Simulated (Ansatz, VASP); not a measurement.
# Si2Ni: VASP beside Ansatz

```
Si Ni
1.0
     0.00000    2.69560    2.69560
     2.69560    0.00000    2.69560
     2.69560    2.69560    0.00000
Si Ni
2 1
Direct
  0.25000 0.25000 0.25000
  0.75000 0.75000 0.75000
  0.00000 0.00000 0.00000
```

Alike in both runs: task single point; functional PBEsol; k mesh 14 × 14 × 14; occupations gaussian, width 0.1 eV; no spin polarisation.

```csv
,VASP,Ansatz
version,VASP 6.6.1,Ansatz 0.2.0
potentials or method,"VASP PAW PBE potentials, release 64 (Si, Ni), cutoff 600 eV","scalar-relativistic, all-electron LAPW"
```

VASP gave:

| Property | Result |
| --- | --- |
| gap on the k mesh at the Fermi level (eV) | none |
| pressure (GPa) | 0.1 |

Problem. Estimate Ansatz's values.

Solution. gap on the k mesh at the Fermi level (eV): none; pressure (GPa): 0.0.

VASP's potentials were made for PBE, not for PBEsol. A gap of «none» marks a metal or a gap that the smearing closes. Ansatz ran all-electron here, and VASP with PAW potentials.
